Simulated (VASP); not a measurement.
# Ta in VASP: notebook, part 3 of 3

VASP 6.6.1.

## 4. Single point, LDA

This run uses another cell than the first one.

Contents of INCAR:

```
PREC     = Accurate       # precision mode
ENCUT    = 520            # plane-wave cutoff, eV
EDIFF    = 1E-7           # SCF threshold, eV
ISMEAR   = 0              # smearing method
SIGMA    = 0.1            # smearing width, eV
LREAL    = F              # projectors in reciprocal space
LASPH    = T              # aspherical terms in the spheres
NELM     = 60             # most SCF steps
ALGO     = Normal         # electronic algorithm
ISIF     = 2              # what is computed and relaxed
LWAVE    = F              # write WAVECAR
LCHARG   = T              # write CHGCAR
LDIPOL   = T            
IDIPOL   = 3            
DIPOL    = 0.5 0.5 0.316
LELF     = T              # ELF
LVHAR    = T            
LVACPOTAV= T            
NBANDS   = 30             # bands
```

Contents of KPOINTS:

```
regular mesh
0
Gamma
  8 8 1
```

Contents of POSCAR:

```
Ta
1.0
    3.2528501163      0.0000000000      0.0000000000
    0.0000000000      3.2528501163      0.0000000000
    0.0000000000      0.0000000000     20.2133955625
Ta
4
Direct
    0.5000000000      0.5000000000      0.1978885728
    0.0000000000      0.0000000000      0.2783513062
    0.5000000000      0.5000000000      0.3580225063
    0.0000000000      0.0000000000      0.4310703531
```

Potentials or basis: VASP PAW LDA potentials, release 64 (Ta_pv).

Command:

```sh
> cat potpaw_LDA.64/Ta_pv/POTCAR > POTCAR
> mpirun -np 1 vasp_std > vasp.out
```

OUTCAR:

```text
PREC = Accurate
   ENCUT = 520
   EDIFF = 1E-7
   ISMEAR = 0
   LREAL = F
   LASPH = T
   NELM = 60
   ISIF = 2

 ion  position               nearest neighbor table
   1  0.500  0.500  0.198-   2 2.82   2 2.82   2 2.82   2 2.82   3 3.24
   2  0.000  0.000  0.278-   3 2.81   3 2.81   3 2.81   3 2.81   1 2.82   1 2.82   1 2.82   1 2.82
                             4 3.09
   3  0.500  0.500  0.358-   4 2.73   4 2.73   4 2.73   4 2.73   2 2.81   2 2.81   2 2.81   2 2.81
                             1 3.24
   4  0.000  0.000  0.431-   3 2.73   3 2.73   3 2.73   3 2.73   2 3.09

  LATTYP: Found a simple tetragonal cell.
 ALAT       =     3.2528501163
 C/A-ratio  =     6.2140568547

  Lattice vectors:

 A1 = (   3.2528501163,   0.0000000000,   0.0000000000)
 A2 = (   0.0000000000,   3.2528501163,   0.0000000000)
 A3 = (   0.0000000000,   0.0000000000,  20.2133955625)

Analysis of symmetry for initial positions (statically):
=====================================================================
 Subroutine PRICEL returns:
 Original cell was already a primitive cell.

 Routine SETGRP: Setting up the symmetry group for a
 simple tetragonal supercell.

 Subroutine GETGRP returns: Found  8 space group operations
 (whereof  8 operations were pure point group operations)
 out of a pool of 16 trial point group operations.

The static configuration has the point symmetry C_4v.

Analysis of symmetry for dynamics (positions and initial velocities):
=====================================================================
 Subroutine PRICEL returns:
 Original cell was already a primitive cell.

 Routine SETGRP: Setting up the symmetry group for a
 simple tetragonal supercell.

 Subroutine GETGRP returns: Found  8 space group operations
 (whereof  8 operations were pure point group operations)
 out of a pool of 16 trial point group operations.

The dynamic configuration has the point symmetry C_4v.

 Subroutine INISYM returns: Found  8 space group operations
 (whereof  8 operations are pure point group operations),
[... 114 lines left out ...]
   LORBIT       =      0    0 simple, 1 ext, 2 COOP (PROOUT), +10 PAW based schemes
   GGA     = CA    functional components
   LHFCALC =     F    Hartree Fock is set to
   AEXX    =    0.0000 exact exchange contribution
   IVDW    =     0    specifies the selected vdW correction
   LEPSILON=     F    determine dielectric tensor
   LRPA    =     F    only Hartree local field effects (RPA)
 non-spin polarized calculation
 Gauss-broadening in eV      SIGMA  =   0.10
  energy-cutoff  :      520.00
  volume of cell :      213.88
 maximum number of plane-waves:      5812
   NGX = 13   NGY = 13   NGZ = 75

 dipolmoment           0.000000      0.000000      0.000312 electrons x Angstroem

 number of electron      44.0000010 magnetization

 dipolmoment           0.000000      0.000000     -0.008926 electrons x Angstroem

 Free energy of the ion-electron system (eV)
  ---------------------------------------------------
  ext. energy  EPLUGINS =         0.00000000
  ---------------------------------------------------
  free energy    TOTEN  =       -47.09988401 eV

  energy without entropy =      -47.07309893  energy(sigma->0) =      -47.08649147

 E-fermi :  -0.6174     XC(G=0):  -5.4288

 val. band max:       -0.6296737335   @ k =   0.1250   0.0000   0.0000
 cond. band min:      -0.6155796909   @ k =   0.3750   0.2500   0.0000
 fundamental gap:      0.0140940426
 Fermi energy:        -0.6173948521

 k-point     1 :       0.0000    0.0000    0.0000
  band No.  band energies     occupation
      1     -35.3047      2.00000
      2     -35.1538      2.00000
      3     -35.1168      2.00000
      4     -35.1168      2.00000
      5     -34.9960      2.00000
      6     -34.9960      2.00000
[... 484 lines left out ...]
     29       3.4677      0.00000
     30       3.5157      0.00000

------------------------ aborting loop because EDIFF is reached ----------------------------------------

  FORCE on cell =-STRESS in cart. coord.  units (eV):
  Direction    XX          YY          ZZ          XY          YZ          ZX
  --------------------------------------------------------------------------------------
  -------------------------------------------------------------------------------------
  Total       -4.4432036     -4.4432036     -0.9449541      0.0000000      0.0000000      0.0000000
  in kB      -33.2842990    -33.2842990     -7.0787069      0.0000000      0.0000000      0.0000000
  external PRESSURE =     -24.5491016 kB  Pullay stress =       0.0000000 kB

 VOLUME and BASIS-vectors are now :
 -----------------------------------------------------------------------------
  energy-cutoff  :      520.00
  volume of cell :      213.88
      direct lattice vectors                 reciprocal lattice vectors
     3.252850116  0.000000000  0.000000000     0.307422711  0.000000000  0.000000000
     0.000000000  3.252850116  0.000000000     0.000000000  0.307422711  0.000000000
     0.000000000  0.000000000 20.213395563     0.000000000  0.000000000  0.049472143

 POSITION                                       TOTAL-FORCE (eV/Angst)
 -----------------------------------------------------------------------------------
      1.62643      1.62643      4.00000        -0.000000      0.000000      0.728493
      0.00000      0.00000      5.62643        -0.000000     -0.000000     -0.826990
      1.62643      1.62643      7.23685        -0.000000     -0.000000      0.027550
      0.00000      0.00000      8.71340         0.000000      0.000000      0.070948
 -----------------------------------------------------------------------------------
    total drift:                                0.000000      0.000000     -0.000075

  FREE ENERGIE OF THE ION-ELECTRON SYSTEM (eV)
  ---------------------------------------------------
  free  energy   TOTEN  =       -47.0998840084 eV

  energy  without entropy=      -47.0730989313  energy(sigma->0) =      -47.08649147

 vacuum level on the upper side and lower side of the slab         3.453         3.605
```

OSZICAR:

```text
N       E                     dE             d eps       ncg     rms          rms(c)
DAV:   1     0.315617114882E+03    0.31562E+03   -0.25003E+04  1164   0.127E+03
DAV:   2    -0.386750318468E+02   -0.35429E+03   -0.34669E+03  1118   0.330E+02
DAV:   3    -0.522884368161E+02   -0.13613E+02   -0.13132E+02  1108   0.578E+01
[... 22 lines left out ...]
DAV:  26    -0.470998818153E+02   -0.33380E-05   -0.33170E-07   838   0.292E-03    0.663E-04
DAV:  27    -0.470998833143E+02   -0.14990E-05   -0.81066E-08   694   0.121E-03    0.521E-04
DAV:  28    -0.470998837280E+02   -0.41374E-06   -0.27207E-08   684   0.570E-04    0.354E-04
DAV:  29    -0.470998839616E+02   -0.23354E-06   -0.30702E-08   662   0.608E-04    0.127E-04
DAV:  30    -0.470998840084E+02   -0.46830E-07   -0.77579E-09   628   0.297E-04
   1 F= -.47099884E+02 E0= -.47086491E+02  d E =-.267851E-01
```

It took 3 min on 1 thread of Intel Xeon Platinum 8259CL at 2.50GHz (Skylake/Cascade Lake), shared host; peak memory 0.26 GiB.

Results:

```
Free energy            : -47.0999 eV
Largest force          : 0.827 eV/Å
Band gap on the k mesh : zero (bands 22 and 23 overlap by 0.46 eV)
```

Forces in eV/Å, atoms in the order of the input:
```
Ta   0.000  0.000  0.728
Ta   0.000  0.000 -0.827
Ta   0.000  0.000  0.028
Ta   0.000  0.000  0.071
```

Levels at points of the mesh, in eV from the Fermi level:
```tsv
k point	band 18	band 19	band 20	band 21	band 22	band 23	band 24	band 25	band 26	band 27
(0.00, 0.00, 0.00)	-2.75	-0.23	-0.16	0.00	0.29	0.29	0.41	0.57	0.57	1.69
(0.50, 0.00, 0.00)	-1.63	-1.56	-1.53	-0.10	-0.08	0.07	0.12	0.92	1.49	2.40
(0.50, 0.50, 0.00)	-2.07	-1.69	-1.69	-0.60	-0.60	1.88	1.88	2.55	2.62	2.70
```

Caveat: spin-orbit coupling is left out, which moves the levels of the heavy elements.

## 5. Overview

| task | cell | k mesh | atoms held fixed (from 0) | gap on the mesh (eV) | largest force (eV/Å) |
| --- | --- | --- | --- | --- | --- |
| relaxation of the atoms | atoms relaxed from a = 3.253, b = 3.253, c = 18.879 Å, 4 atoms, atomic positions A | 9 × 9 × 1 | [0, 1] | none | - |
| single point | a = 3.253, b = 3.253, c = 18.879 Å, 4 atoms, atomic positions B | 9 × 9 × 1 | - | none | 0.81 |
| single point | a = 3.253, b = 3.253, c = 20.213 Å, 4 atoms, atomic positions B | 8 × 8 × 1 | - | none | 0.83 |

Alike in all rows: level LDA; potentials or basis VASP PAW LDA potentials, release 64 (Ta_pv); no spin polarisation; cutoff (eV) 520; smearing gaussian 0.1 eV.

Caveats: spin-orbit coupling is left out, which moves the levels of the heavy elements.

Total energies depend on the potentials used, so only differences within one code and one set of settings carry meaning.
